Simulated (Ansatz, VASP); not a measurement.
# Two plane-wave programs on Al3GaAs4

```
CELL_PARAMETERS angstrom
4.07442 0.00000 0.00000
0.00000 4.07442 0.00000
0.00000 0.00000 11.34133
ATOMIC_POSITIONS crystal
Al 0.00000 0.00000 0.00000
Al 0.50000 0.50000 0.24973
Al 0.50000 0.50000 0.75027
Ga 0.00000 0.00000 0.50000
As 0.50000 0.00000 0.37394
As 0.00000 0.50000 0.62606
As 0.50000 0.00000 0.87510
As 0.00000 0.50000 0.12490
```

Alike in both runs: functional PBE; k mesh 4 × 4 × 2; occupations gaussian, width 0.1 eV; no spin polarisation.

Ansatz relaxed the structure, and its values are those at the end. VASP's run is a single point on that final structure, the one shown.

```csv
,VASP,Ansatz
version,VASP 6.6.1,Ansatz 0.2.0
potentials or method,"VASP PAW PBE potentials, release 64 (Al, Ga_d, As), cutoff 520 eV","scalar-relativistic, plane waves, PAW"
valence electrons in the cell,42,82
```

Ansatz gave:

```
gap on the k mesh at the Fermi level (eV) : 1.23
least direct gap on the mesh (eV)         : 1.23
pressure (GPa)                            : 0.1
```

**Question.** Which values does VASP return?

**Answer.** gap on the k mesh at the Fermi level (eV): 1.23; least direct gap on the mesh (eV): 1.23; pressure (GPa): 0.3.

VASP's potentials hold 42 valence electrons a cell and Ansatz's 82, so a difference there can come from the potentials and not from the codes.
